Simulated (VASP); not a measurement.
# BN (zincblende type) (F-43m) in VASP: a series of runs

The runs below take BN (zincblende type) through single point, with LDA.

Everything below comes from runs of VASP 6.6.1. Logs are shortened: lines on timing, memory, paths and dates and some standing lists are left out, and cuts for length are marked.

## (1) The cell of the first run

The structure is cubic, space group F-43m (No. 216). Conventional cell: a = 3.581 Å, b = 3.581 Å, c = 3.581 Å, α = 90.00°, β = 90.00°, γ = 90.00°. B (site symmetry -43m) has 4 N at 1.55 Å within 2.1 Å. Within 2.1 Å of N (site symmetry -43m) lie 4 B at 1.55 Å.

## (2) Single point, LDA

Contents of INCAR:

```
ALGO = Normal
EDIFF = 1E-6
ENCUT = 910
GGA = CA
GGA_COMPAT = False
ISIF = 2
ISMEAR = -1
LASPH = True
LCHARG = False
LREAL = False
LWAVE = False
NBANDS = 11
NELM = 120
PREC = Accurate
SIGMA = 0.02
```

Contents of KPOINTS:

```
k-points
0
Gamma
  13 13 13
```

Contents of POSCAR:

```
BN
1.0
    0.0000000000      1.7903150549      1.7903150549
    1.7903150549      0.0000000000      1.7903150549
    1.7903150549      1.7903150549      0.0000000000
B N
1 1
Direct
    0.0000000000      0.0000000000      0.0000000000
    0.2500000000      0.2500000000      0.2500000000
```

Potentials or basis: VASP PAW LDA potentials, release 64 (B_h, N_h).

Run with:

```console
$ cat potpaw_LDA.64/B_h/POTCAR potpaw_LDA.64/N_h/POTCAR > POTCAR
$ mpirun -np 1 vasp_std > vasp.out
```

OUTCAR:

```text
EDIFF = 1E-6
   ENCUT = 910
   GGA = CA
   ISIF = 2
   ISMEAR = -1
   LASPH = True
   LREAL = False
   NELM = 120
   PREC = Accurate

 ion  position               nearest neighbor table
   1  0.000  0.000  0.000-
   2  0.250  0.250  0.250-

  LATTYP: Found a face centered cubic cell.
 ALAT       =     3.5806301098

  Lattice vectors:

 A1 = (   0.0000000000,   1.7903150549,   1.7903150549)
 A2 = (   1.7903150549,   0.0000000000,   1.7903150549)
 A3 = (   1.7903150549,   1.7903150549,   0.0000000000)

Analysis of symmetry for initial positions (statically):
=====================================================================
 Subroutine PRICEL returns:
 Original cell was already a primitive cell.

 Routine SETGRP: Setting up the symmetry group for a
 face centered cubic supercell.

 Subroutine GETGRP returns: Found 24 space group operations
 (whereof 24 operations were pure point group operations)
 out of a pool of 48 trial point group operations.

The static configuration has the point symmetry T_d .

Analysis of symmetry for dynamics (positions and initial velocities):
=====================================================================
 Subroutine PRICEL returns:
 Original cell was already a primitive cell.

 Routine SETGRP: Setting up the symmetry group for a
 face centered cubic supercell.

 Subroutine GETGRP returns: Found 24 space group operations
 (whereof 24 operations were pure point group operations)
 out of a pool of 48 trial point group operations.

The dynamic configuration has the point symmetry T_d .

 Subroutine INISYM returns: Found 24 space group operations
 (whereof 24 operations are pure point group operations),
 and found     1 'primitive' translations

----------------------------------------------------------------------------------------

                                     Primitive cell

  volume of cell :      11.4767

  direct lattice vectors                    reciprocal lattice vectors
     0.000000000  1.790315055  1.790315055    -0.279280453  0.279280453  0.279280453
     1.790315055  0.000000000  1.790315055     0.279280453 -0.279280453  0.279280453
     1.790315055  1.790315055  0.000000000     0.279280453  0.279280453 -0.279280453

  length of vectors
     2.531887832  2.531887832  2.531887832     0.483727935  0.483727935  0.483727935

  position of ions in fractional coordinates (direct lattice)
     0.000000000  0.000000000  0.000000000
     0.250000000  0.250000000  0.250000000

  ion indices of the primitive-cell ions
   primitive index   ion index
                 1           1
                 2           2

----------------------------------------------------------------------------------------

 KPOINTS: k-points

Automatic generation of k-mesh.
 Grid dimensions read from file:
 generate k-points for:   13   13   13

 Generating k-lattice:

  Cartesian coordinates                     Fractional coordinates (reciprocal lattice)
    -0.021483112  0.021483112  0.021483112     0.076923077  0.000000000  0.000000000
     0.021483112 -0.021483112  0.021483112     0.000000000  0.076923077  0.000000000
     0.021483112  0.021483112 -0.021483112     0.000000000  0.000000000  0.076923077

  Length of vectors
     0.037209841  0.037209841  0.037209841

  Shift w.r.t. Gamma in fractional coordinates (k-lattice)
     0.000000000  0.000000000  0.000000000

 Subroutine IBZKPT returns following result:
 ===========================================

 Found     84 irreducible k-points:

 Following reciprocal coordinates:
            Coordinates               Weight
  0.000000  0.000000  0.000000      1.000000
  0.076923  0.000000  0.000000      8.000000
  0.153846  0.000000  0.000000      8.000000
  0.230769  0.000000  0.000000      8.000000
  0.307692  0.000000  0.000000      8.000000
  0.384615  0.000000  0.000000      8.000000
[... 16 lines left out ...]
  0.384615  0.153846  0.000000     24.000000
  0.461538  0.153846  0.000000     24.000000
 [... further k-points ...]
   k-points           NKPTS =     84   k-points in BZ     NKDIM =     84   number of bands    NBANDS=     11
   number of dos      NEDOS =    301   number of ions     NIONS =      2
   total plane-waves  NPLWV =  21952
   dimension x,y,z NGX =    28 NGY =   28 NGZ =   28
   dimension x,y,z NGXF=    56 NGYF=   56 NGZF=   56
   ions per type =               1   1
   NGX,Y,Z   is equivalent  to a cutoff of  18.39, 18.39, 18.39 a.u.
   NGXF,Y,Z  is equivalent  to a cutoff of  36.77, 36.77, 36.77 a.u.
 SYSTEM =  unknown system
   PREC   = accura    normal or accurate (medium, high low for compatibility)
   ISTART =      0    job   : 0-new  1-cont  2-samecut
   ICHARG =      2    charge: 1-file 2-atom 10-const
   ISPIN  =      1    spin polarized calculation?
   LNONCOLLINEAR =      F non collinear calculations
   LSORBIT =      F    spin-orbit coupling
   LASPH  =      T    aspherical Exc in radial PAW
   ENCUT  =  910.0 eV  66.88 Ry    8.18 a.u.   6.23  6.23  6.23*2*pi/ulx,y,z
   NELM   =    120;   NELMIN=  2; NELMDL= -5     # of ELM steps
   EDIFF  = 0.1E-05   stopping-criterion for ELM
   LREAL  =      F    real-space projection
   EDIFFG = 0.1E-04   stopping-criterion for IOM
   NSW    =      0    number of steps for IOM
   IBRION =     -1    ionic relax: 0-MD 1-quasi-New 2-CG
   NFREE  =      0    steps in history (QN), initial steepest desc. (CG)
   ISIF   =      2    stress and relaxation
   ISYM   =      2    0-nonsym 1-usesym 2-fastsym
   POTIM  = 0.5000    time-step for ionic-motion
   TEBEG  =    0.0;   TEEND  =   0.0 temperature during run
   PSTRESS=    0.0 pullay stress
   NELECT =       8.0000    total number of electrons
   NUPDOWN=      -1.0000    fix difference up-down
   EMIN   =  10.00;   EMAX   =-10.00  energy-range for DOS
   EFERMI =   0.00;   METHOD = LEGACY
   ISMEAR =    -1;   SIGMA  =   0.02  broadening in eV -4-tet -1-fermi 0-gaus
   EFERMI_NEDOS =   21; number of points for ismear=-14 and -15
   IALGO  =     38    algorithm
   IMIX   =      4    mixing-type and parameters
     AMIX     =   0.40;   BMIX     =  1.00
     AMIX_MAG =   1.60;   BMIX_MAG =  1.00
  volume/ion in A,a.u.               =       5.74        38.72
  Fermi-wavevector in a.u.,A,eV,Ry     =   1.451550  2.743032 28.667444  2.106998
  Thomas-Fermi vector in A             =   2.569034
   LORBIT       =      0    0 simple, 1 ext, 2 COOP (PROOUT), +10 PAW based schemes
   GGA     = CA    functional components
   LHFCALC =     F    Hartree Fock is set to
   AEXX    =    0.0000 exact exchange contribution
   IVDW    =     0    specifies the selected vdW correction
   LEPSILON=     F    determine dielectric tensor
   LRPA    =     F    only Hartree local field effects (RPA)
 non-spin polarized calculation
  energy-cutoff  :      910.00
  volume of cell :       11.48
 maximum number of plane-waves:       725
 NGX is ok and might be reduce to    28

 number of electron       8.0000000 magnetization

 Free energy of the ion-electron system (eV)
  ---------------------------------------------------
  ext. energy  EPLUGINS =         0.00000000
  ---------------------------------------------------
  free energy    TOTEN  =       -19.41946713 eV

  energy without entropy =      -19.41946713  energy(sigma->0) =      -19.41946713

 E-fermi :   9.6651     XC(G=0): -13.4079

 val. band max:        9.2551679070   @ k =   0.0000   0.0000   0.0000
 cond. band min:      13.7138311106   @ k =   0.4615   0.4615   0.0000
 fundamental gap:      4.4586632036
 Fermi energy:         9.6650757735

 k-point     1 :       0.0000    0.0000    0.0000
  band No.  band energies     occupation
      1     -11.1437      2.00000
      2       9.2552      2.00000
      3       9.2552      2.00000
      4       9.2552      2.00000
      5      18.0777      0.00000
      6      18.0777      0.00000
      7      18.0777      0.00000
      8      20.1628      0.00000
      9      34.2942      0.00000
     10      37.3835      0.00000
     11      37.3835      0.00000

 k-point     2 :       0.0769    0.0000    0.0000
  band No.  band energies     occupation
      1     -10.9959      2.00000
      2       8.4595      2.00000
      3       9.0935      2.00000
      4       9.0935      2.00000
      5      18.3140      0.00000
      6      18.3213      0.00000
      7      18.3213      0.00000
      8      20.6022      0.00000
      9      34.0142      0.00000
     10      35.1701      0.00000
     11      35.1701      0.00000

 k-point     3 :       0.1538    0.0000    0.0000
  band No.  band energies     occupation
      1     -10.5564      2.00000
      2       6.5695      2.00000
      3       8.6905      2.00000
      4       8.6905      2.00000
      5      18.7155      0.00000
      6      18.9069      0.00000
      7      18.9069      0.00000
      8      21.6932      0.00000
      9      33.3792      0.00000
     10      33.5844      0.00000
     11      33.5844      0.00000

 k-point     4 :       0.2308    0.0000    0.0000
  band No.  band energies     occupation
      1      -9.8401      2.00000
      2       4.2741      2.00000
      3       8.2051      2.00000
      4       8.2051      2.00000
      5      19.0972      0.00000
      6      19.5140      0.00000
      7      19.5140      0.00000
      8      22.8615      0.00000
      9      32.8096      0.00000
     10      32.9816      0.00000
     11      32.9816      0.00000

 k-point     5 :       0.3077    0.0000    0.0000
  band No.  band energies     occupation
      1      -8.8839      2.00000
      2       1.9640      2.00000
      3       7.7645      2.00000
      4       7.7645      2.00000
      5      19.4374      0.00000
      6      19.8827      0.00000
      7      19.8827      0.00000
      8      23.7416      0.00000
      9      32.5497      0.00000
     10      33.4511      0.00000
     11      33.4511      0.00000
[... 211 lines left out ...]
 k-point    21 :       0.2308    0.1538    0.0000
  band No.  band energies     occupation
      1      -9.8360      2.00000
      2       5.7468      2.00000
      3       7.0597      2.00000
      4       7.5098      2.00000
      5      17.1045      0.00000
      6      21.0336      0.00000
      7      21.2071      0.00000
      8      21.9045      0.00000
      9      28.2534      0.00000
     10      36.0589      0.00000
     11      37.6333      0.00000

 k-point    22 :       0.3077    0.1538    0.0000
  band No.  band energies     occupation
      1      -9.0490      2.00000
      2       3.6490      2.00000
      3       6.6117      2.00000
      4       7.0839      2.00000
      5      17.4754      0.00000
      6      21.4787      0.00000
      7      21.8095      0.00000
      8      22.2489      0.00000
      9      28.6984      0.00000
     10      35.9116      0.00000
     11      37.2336      0.00000

 k-point    23 :       0.3846    0.1538    0.0000
  band No.  band energies     occupation
      1      -8.0547      2.00000
      2       1.5598      2.00000
      3       6.3597      2.00000
      4       6.4994      2.00000
      5      17.8787      0.00000
      6      21.6690      0.00000
      7      21.9990      0.00000
      8      22.9841      0.00000
      9      29.5778      0.00000
     10      35.6937      0.00000
     11      37.5301      0.00000

 k-point    24 :       0.4615    0.1538    0.0000
  band No.  band energies     occupation
      1      -7.0048      2.00000
      2      -0.2263      2.00000
      3       5.9276      2.00000
      4       6.3275      2.00000
      5      18.1845      0.00000
      6      21.6920      0.00000
      7      21.8562      0.00000
      8      24.1119      0.00000
      9      30.1743      0.00000
     10      35.8011      0.00000
     11      37.5457      0.00000

 [... further k-points ...]

------------------------ aborting loop because EDIFF is reached ----------------------------------------

  FORCE on cell =-STRESS in cart. coord.  units (eV):
  Direction    XX          YY          ZZ          XY          YZ          ZX
  --------------------------------------------------------------------------------------
  -------------------------------------------------------------------------------------
  Total        0.0338898      0.0338898      0.0338898      0.0000000      0.0000000      0.0000000
  in kB        4.7310911      4.7310911      4.7310911      0.0000000      0.0000000      0.0000000
  external PRESSURE =       4.7310911 kB  Pullay stress =       0.0000000 kB

 VOLUME and BASIS-vectors are now :
 -----------------------------------------------------------------------------
  energy-cutoff  :      910.00
  volume of cell :       11.48
      direct lattice vectors                 reciprocal lattice vectors
     0.000000000  1.790315055  1.790315055    -0.279280453  0.279280453  0.279280453
     1.790315055  0.000000000  1.790315055     0.279280453 -0.279280453  0.279280453
     1.790315055  1.790315055  0.000000000     0.279280453  0.279280453 -0.279280453

 POSITION                                       TOTAL-FORCE (eV/Angst)
 -----------------------------------------------------------------------------------
      0.00000      0.00000      0.00000         0.000000      0.000000      0.000000
      0.89516      0.89516      0.89516        -0.000000     -0.000000     -0.000000
 -----------------------------------------------------------------------------------
    total drift:                               -0.000000     -0.000000     -0.000000

  FREE ENERGIE OF THE ION-ELECTRON SYSTEM (eV)
  ---------------------------------------------------
  free  energy   TOTEN  =       -19.4194671293 eV

  energy  without entropy=      -19.4194671293  energy(sigma->0) =      -19.41946713
```

Run time: 20 s. Hardware: 1 thread of AMD EPYC 7R13 (Zen 3), shared host; peak memory 0.11 GiB.

Results:

```
Free energy            : -19.4195 eV
Pressure               : 0.5 GPa
Band gap on the k mesh : 4.46 eV, indirect (least direct gap 8.82 eV)
```

Caveat: the cutoff is under 1.25 times the usual one of these potentials, so pressure, stress and relaxed cells hold a basis-set (Pulay) error.

## (3) Single point, LDA

This run uses another cell than the first one: it holds 4 atoms, not 2.

Contents of INCAR:

```
SYSTEM = BN
  ALGO = Normal
  EDIFF = 1E-6
  ENCUT = 910
  GGA_COMPAT = .False.
  ISIF = 2
  ISMEAR = -1
  LASPH = .True.
  LCHARG = .False.
  LREAL = .False.
  LWAVE = .False.
  NBANDS = 16
  NELM = 120
  PREC = Accurate
  SIGMA = 0.02
```

Contents of KPOINTS:

```
k-points
0
Gamma
  10 7 10
  0 0 0
```

Contents of POSCAR:

```
BN
1.0
   -1.7903150549      1.7903150549      0.0000000000
    0.0000000000      0.0000000000      3.5806301097
    1.7903150549      1.7903150549      0.0000000000
B N
2 2
Direct
    0.0000000000      0.0000000000      0.0000000000
    0.5000000000      0.5000000000      0.5000000000
    0.0000000000      0.2500000000      0.5000000000
    0.5000000000      0.7500000000      0.0000000000
```

Potentials or basis: VASP PAW LDA potentials, release 64 (B_h, N_h).

Run with:

```console
$ cat potpaw_LDA.64/B_h/POTCAR potpaw_LDA.64/N_h/POTCAR > POTCAR
$ mpirun -np 1 vasp_std > vasp.out
```

Run time: 55 s. Hardware: 1 thread of Intel Xeon Platinum 8488C (Sapphire Rapids), shared host; peak memory 0.18 GiB.

The run converged. Its results:

```
Free energy            : -38.8389 eV
Pressure               : 0.4 GPa
Band gap on the k mesh : 4.38 eV
```

Levels at points of the mesh, in eV from the valence-band top:
```
           k point  band 4  band 5  band 6  band 7  band 8  band 9  band 10  band 11  band 12  band 13
(0.00, 0.00, 0.00)   -5.07   -5.07    0.00    0.00    0.00    4.38     8.82     8.82     8.82     9.31
(0.50, 0.00, 0.00)   -7.72   -5.73   -5.73   -2.17   -2.17    9.76     9.76    12.26    12.26    13.08
(0.50, 0.00, 0.50)   -9.07   -5.07   -5.07   -5.07   -5.07    4.38     4.38     9.31     9.31    18.14
```

Caveat: the cutoff is under 1.25 times the usual one of these potentials, so pressure, stress and relaxed cells hold a basis-set (Pulay) error. Expect the measured gap to be larger: semilocal functionals such as LDA lack the derivative discontinuity.
